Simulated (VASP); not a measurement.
# HfN (Fm-3m) in VASP: a series of runs

Runs on HfN. Level: r2SCAN. Tasks: single point.

All numbers are computed with VASP 6.6.1; they aren't measurements. Logs are shortened: lines on timing, memory, paths and dates and some standing lists are left out, and cuts for length are marked.

### Step 1. The cell of the first run

It takes space group Fm-3m (No. 225, cubic). The conventional cell has a = 4.512 Å, b = 4.512 Å, c = 4.512 Å, α = 90.00°, β = 90.00°, γ = 90.00°. Within 3.0 Å of Hf (site symmetry m-3m) lie 6 N at 2.26 Å. N (site symmetry m-3m) has 6 Hf at 2.26 Å within 3.0 Å.

### Step 2. Single point, r2SCAN

POSCAR

```
HfN
1.0
    3.1904660000      0.0000000000      0.0000000000
    1.5952330000      2.7630246059      0.0000000000
    1.5952330000      0.9210082020      2.6050045806
Hf N
1 1
Direct
    0.0000000000      0.0000000000      0.0000000000
    0.5000000000      0.5000000000      0.5000000000
```

INCAR.step1

```
  PREC = Accurate
  ENCUT = 660
  ISMEAR = 1
  SIGMA = 0.15
  LREAL = F
  LASPH = T
  NELM = 120
  NBANDS = 14
  GGA = PE
  ALGO = Normal
  EDIFF = 1E-5
  LWAVE = T
  LCHARG = F
  GGA_COMPAT = F
```

INCAR.step2

```
  PREC = Accurate
  ENCUT = 660
  EDIFF = 1E-6
  ISMEAR = 1
  SIGMA = 0.15
  LREAL = F
  LASPH = T
  NELM = 120
  ALGO = Normal
  ISIF = 2
  LWAVE = F
  LCHARG = F
  METAGGA = R2SCAN
  LMIXTAU = T
  NBANDS = 14
  ISTART = 1
  GGA_COMPAT = F
```

KPOINTS

```
regular mesh
0
Gamma
  10 10 10
```

Potentials or basis: VASP PAW PBE potentials, release 64 (Hf_pv, N).

Command:

```bash
$ cat potpaw_PBE.64/Hf_pv/POTCAR potpaw_PBE.64/N/POTCAR > POTCAR
$ cp INCAR.step1 INCAR
$ mpirun -np 1 vasp_std > vasp.out
$ cp INCAR.step2 INCAR
$ mpirun -np 1 vasp_std > vasp.out
```

OUTCAR:

```text
PREC = Accurate
   ENCUT = 660
   EDIFF = 1E-6
   ISMEAR = 1
   LREAL = F
   LASPH = T
   NELM = 120
   ISIF = 2
   METAGGA = R2SCAN
   ISTART = 1

 ion  position               nearest neighbor table
   1  0.000  0.000  0.000-   2 2.26   2 2.26   2 2.26   2 2.26   2 2.26   2 2.26
   2  0.500  0.500  0.500-   1 2.26   1 2.26   1 2.26   1 2.26   1 2.26   1 2.26

  LATTYP: Found a face centered cubic cell.
 ALAT       =     4.5120002875

  Lattice vectors:

 A1 = (   3.1904660000,   0.0000000000,   0.0000000000)
 A2 = (   1.5952330000,   2.7630246059,   0.0000000000)
 A3 = (   1.5952330000,   0.9210082020,   2.6050045806)

Analysis of symmetry for initial positions (statically):
=====================================================================
 Subroutine PRICEL returns:
 Original cell was already a primitive cell.

 Routine SETGRP: Setting up the symmetry group for a
 face centered cubic supercell.

 Subroutine GETGRP returns: Found 48 space group operations
 (whereof 48 operations were pure point group operations)
 out of a pool of 48 trial point group operations.

The static configuration has the point symmetry O_h .

Analysis of symmetry for dynamics (positions and initial velocities):
=====================================================================
 Subroutine PRICEL returns:
 Original cell was already a primitive cell.

 Routine SETGRP: Setting up the symmetry group for a
 face centered cubic supercell.

 Subroutine GETGRP returns: Found 48 space group operations
 (whereof 48 operations were pure point group operations)
 out of a pool of 48 trial point group operations.

The dynamic configuration has the point symmetry O_h .

 Subroutine INISYM returns: Found 48 space group operations
 (whereof 48 operations are pure point group operations),
 and found     1 'primitive' translations

----------------------------------------------------------------------------------------

                                     Primitive cell

  volume of cell :      22.9640

  direct lattice vectors                    reciprocal lattice vectors
     3.190466000  0.000000000  0.000000000     0.313433837 -0.180961110 -0.127958828
     1.595233000  2.763024606  0.000000000     0.000000000  0.361922220 -0.127958828
     1.595233000  0.921008202  2.605004581     0.000000000  0.000000000  0.383876484

  length of vectors
     3.190466000  3.190466000  3.190466000     0.383876484  0.383876484  0.383876484

  position of ions in fractional coordinates (direct lattice)
[... 83 lines left out ...]
   IBRION =     -1    ionic relax: 0-MD 1-quasi-New 2-CG
   NFREE  =      0    steps in history (QN), initial steepest desc. (CG)
   ISIF   =      2    stress and relaxation
   ISYM   =      2    0-nonsym 1-usesym 2-fastsym
   POTIM  = 0.5000    time-step for ionic-motion
   TEBEG  =    0.0;   TEEND  =   0.0 temperature during run
   PSTRESS=    0.0 pullay stress
   NELECT =      15.0000    total number of electrons
   NUPDOWN=      -1.0000    fix difference up-down
   EMIN   =  10.00;   EMAX   =-10.00  energy-range for DOS
   EFERMI =   0.00;   METHOD = LEGACY
   ISMEAR =     1;   SIGMA  =   0.15  broadening in eV -4-tet -1-fermi 0-gaus
   EFERMI_NEDOS =   21; number of points for ismear=-14 and -15
   IALGO  =     38    algorithm
   IMIX   =      4    mixing-type and parameters
     AMIX     =   0.40;   BMIX     =  1.00
     AMIX_MAG =   1.60;   BMIX_MAG =  1.00
  volume/ion in A,a.u.               =      11.48        77.48
  Fermi-wavevector in a.u.,A,eV,Ry     =   1.420440  2.684242 27.451780  2.017649
  Thomas-Fermi vector in A             =   2.541355
   LORBIT       =      0    0 simple, 1 ext, 2 COOP (PROOUT), +10 PAW based schemes
   METAGGA = R2SCAN    functional components
   LHFCALC =     F    Hartree Fock is set to
   AEXX    =    0.0000 exact exchange contribution
   IVDW    =     0    specifies the selected vdW correction
   LEPSILON=     F    determine dielectric tensor
   LRPA    =     F    only Hartree local field effects (RPA)
 non-spin polarized calculation
 Methfessel and Paxton  Order N= 1 SIGMA  =   0.15
  energy-cutoff  :      660.00
  volume of cell :       22.96
 maximum number of plane-waves:       903
   NGX = 13   NGY = 13   NGZ = 13

 number of electron      15.0000002 magnetization

 Free energy of the ion-electron system (eV)
  ---------------------------------------------------
  ext. energy  EPLUGINS =         0.00000000
  ---------------------------------------------------
  free energy    TOTEN  =       -58.22840774 eV

  energy without entropy =      -58.22704998  energy(sigma->0) =      -58.22795515

 E-fermi :   8.5976     XC(G=0): -13.5837

 val. band max:        8.5611761789   @ k =  -0.4000   0.3000   0.0000
 cond. band min:       8.6027390432   @ k =  -0.1000   0.1000  -0.0000
 fundamental gap:      0.0415628643
 Fermi energy:         8.5975681528

 k-point     1 :       0.0000    0.0000    0.0000
  band No.  band energies     occupation
      1     -23.9490      2.00000
      2     -23.9490      2.00000
      3     -23.9490      2.00000
      4     -10.1615      2.00000
      5       5.1310      2.00000
      6       5.1310      2.00000
      7       5.1310      2.00000
      8       8.2263      2.00258
      9       8.2263      2.00258
     10       8.2263      2.00258
     11      10.5893     -0.00000
     12      10.5893     -0.00000
     13      10.6706     -0.00000
     14      18.6361      0.00000
[... 377 lines left out ...]
      1     -24.6307      2.00000
      2     -24.2138      2.00000
      3     -24.1845      2.00000
      4      -8.7926      2.00000
      5       1.4592      2.00000
      6       3.5552      2.00000
      7       3.9930      2.00000
      8       5.9791      2.00000
      9      12.7248      0.00000
     10      13.2954      0.00000
     11      13.4163      0.00000
     12      13.6297      0.00000
     13      18.1931      0.00000
     14      19.5672      0.00000

 [... further k-points ...]
[... 5 lines left out ...]
  --------------------------------------------------------------------------------------
  -------------------------------------------------------------------------------------
  Total       -0.0103591     -0.0103591     -0.0103591     -0.0000000     -0.0000000     -0.0000000
  in kB       -0.7227446     -0.7227446     -0.7227446     -0.0000000     -0.0000000     -0.0000000
  external PRESSURE =      -0.7227446 kB  Pullay stress =       0.0000000 kB

 VOLUME and BASIS-vectors are now :
 -----------------------------------------------------------------------------
  energy-cutoff  :      660.00
  volume of cell :       22.96
      direct lattice vectors                 reciprocal lattice vectors
     3.190466000  0.000000000  0.000000000     0.313433837 -0.180961110 -0.127958828
     1.595233000  2.763024606  0.000000000     0.000000000  0.361922220 -0.127958828
     1.595233000  0.921008202  2.605004581     0.000000000  0.000000000  0.383876484

 POSITION                                       TOTAL-FORCE (eV/Angst)
 -----------------------------------------------------------------------------------
      0.00000      0.00000      0.00000         0.000000     -0.000000      0.000000
      3.19047      1.84202      1.30250        -0.000000      0.000000      0.000000
 -----------------------------------------------------------------------------------
    total drift:                                0.000000      0.000000      0.000000

  FREE ENERGIE OF THE ION-ELECTRON SYSTEM (eV)
  ---------------------------------------------------
  free  energy   TOTEN  =       -58.2284077385 eV

  energy  without entropy=      -58.2270499844  energy(sigma->0) =      -58.22795515
```

It took 44 s on 1 thread of Intel Xeon 6975P-C (Granite Rapids), shared host; peak memory 0.18 GiB.

What came out:

```
Free energy : -58.2284 eV
Pressure    : -0.1 GPa
```

Levels at points of the mesh, in eV from the Fermi level:
```
           k point  band 5  band 6  band 7  band 8  band 9  band 10  band 11  band 12
(0.00, 0.00, 0.00)   -3.47   -3.47   -3.47   -0.37   -0.37    -0.37     1.99     1.99
(0.50, 0.00, 0.00)   -9.40   -6.70   -6.70    3.38    3.77     3.77     4.61     9.10
(0.50, 0.50, 0.00)   -5.97   -4.17   -4.17   -3.94    4.13     5.56     5.56     5.82
```

Caveat: the PAW data sets were made with another functional, which shifts forces and pressure a little; spin-orbit coupling is left out, which moves the levels of the heavy elements.

### Step 3. Single point, r2SCAN

POSCAR is that of step 2.

INCAR.step1

```
SYSTEM = HfN
PREC     = Accurate       ! precision mode
ENCUT    = 660            ! plane-wave cutoff, eV
ISMEAR   = 1              ! smearing method
SIGMA    = 0.15           ! smearing width, eV
LREAL    = .False.        ! projectors in reciprocal space
LASPH    = .True.         ! aspherical terms in the spheres
NELM     = 120            ! most SCF steps
NBANDS   = 14             ! bands
GGA      = PE             ! functional
ALGO     = Normal         ! electronic algorithm
EDIFF    = 1E-5           ! SCF threshold, eV
LWAVE    = .True.         ! write WAVECAR
LCHARG   = .False.        ! write CHGCAR
GGA_COMPAT= .False.
```

INCAR.step2

```
SYSTEM = HfN
PREC     = Accurate       ! precision mode
ENCUT    = 660            ! plane-wave cutoff, eV
EDIFF    = 1E-6           ! SCF threshold, eV
ISMEAR   = 1              ! smearing method
SIGMA    = 0.15           ! smearing width, eV
LREAL    = .False.        ! projectors in reciprocal space
LASPH    = .True.         ! aspherical terms in the spheres
NELM     = 120            ! most SCF steps
ALGO     = Normal         ! electronic algorithm
ISIF     = 2              ! what is computed and relaxed
LWAVE    = .False.        ! write WAVECAR
LCHARG   = .False.        ! write CHGCAR
METAGGA  = R2SCAN         ! meta-GGA
LMIXTAU  = .True.       
NBANDS   = 14             ! bands
ISTART   = 1            
GGA_COMPAT= .False.
```

KPOINTS

```
Automatic mesh
0
Gamma
  10 10 10
  0 0 0
```

Potentials or basis: VASP PAW PBE potentials, release 64 (Hf_pv, N).

Command:

```bash
$ cat potpaw_PBE.64/Hf_pv/POTCAR potpaw_PBE.64/N/POTCAR > POTCAR
$ cp INCAR.step1 INCAR
$ mpirun -np 1 vasp_std > vasp.out
$ cp INCAR.step2 INCAR
$ mpirun -np 1 vasp_std > vasp.out
```

OUTCAR:

```text
SYSTEM = HfN
   PREC = Accurate
   ENCUT = 660
   EDIFF = 1E-6
   ISMEAR = 1
   LREAL = .False.
   LASPH = .True.
   NELM = 120
   ISIF = 2
   METAGGA = R2SCAN
   ISTART = 1

 ion  position               nearest neighbor table
   1  0.000  0.000  0.000-   2 2.26   2 2.26   2 2.26   2 2.26   2 2.26   2 2.26
   2  0.500  0.500  0.500-   1 2.26   1 2.26   1 2.26   1 2.26   1 2.26   1 2.26

  LATTYP: Found a face centered cubic cell.
 ALAT       =     4.5120002875

  Lattice vectors:

 A1 = (   3.1904660000,   0.0000000000,   0.0000000000)
 A2 = (   1.5952330000,   2.7630246059,   0.0000000000)
 A3 = (   1.5952330000,   0.9210082020,   2.6050045806)
[... 586 lines left out ...]
     12      13.6297      0.00000
     13      18.1931      0.00000
     14      19.5672      0.00000

 [... further k-points ...]
[... 5 lines left out ...]
  --------------------------------------------------------------------------------------
  -------------------------------------------------------------------------------------
  Total       -0.0103591     -0.0103591     -0.0103591     -0.0000000     -0.0000000     -0.0000000
  in kB       -0.7227446     -0.7227446     -0.7227446     -0.0000000     -0.0000000     -0.0000000
  external PRESSURE =      -0.7227446 kB  Pullay stress =       0.0000000 kB

 VOLUME and BASIS-vectors are now :
 -----------------------------------------------------------------------------
  energy-cutoff  :      660.00
  volume of cell :       22.96
      direct lattice vectors                 reciprocal lattice vectors
     3.190466000  0.000000000  0.000000000     0.313433837 -0.180961110 -0.127958828
     1.595233000  2.763024606  0.000000000     0.000000000  0.361922220 -0.127958828
     1.595233000  0.921008202  2.605004581     0.000000000  0.000000000  0.383876484

 POSITION                                       TOTAL-FORCE (eV/Angst)
 -----------------------------------------------------------------------------------
      0.00000      0.00000      0.00000         0.000000     -0.000000      0.000000
      3.19047      1.84202      1.30250        -0.000000      0.000000      0.000000
 -----------------------------------------------------------------------------------
    total drift:                                0.000000      0.000000      0.000000

  FREE ENERGIE OF THE ION-ELECTRON SYSTEM (eV)
  ---------------------------------------------------
  free  energy   TOTEN  =       -58.2284077385 eV

  energy  without entropy=      -58.2270499844  energy(sigma->0) =      -58.22795515
```

OUTCAR.step1:

```text
SYSTEM = HfN
   PREC = Accurate
   ENCUT = 660
   ISMEAR = 1
   LREAL = .False.
   LASPH = .True.
[... 629 lines left out ...]
      0.00000      0.00000      0.00000        -0.000000     -0.000000      0.000000
      3.19047      1.84202      1.30250         0.000000      0.000000      0.000000
 -----------------------------------------------------------------------------------
    total drift:                                0.000000      0.000000      0.000000

  FREE ENERGIE OF THE ION-ELECTRON SYSTEM (eV)
  ---------------------------------------------------
  free  energy   TOTEN  =       -21.7500649869 eV

  energy  without entropy=      -21.7489226983  energy(sigma->0) =      -21.74968422
```

Run time: 47 s. Hardware: 1 thread of Intel Xeon 6975P-C (Granite Rapids), shared host; peak memory 0.18 GiB.

What came out:

```yaml
Free_energy: -58.2284 eV
Pressure: -0.1 GPa
```

Caveat: the PAW data sets were made with another functional, which shifts forces and pressure a little; spin-orbit coupling is left out, which moves the levels of the heavy elements.
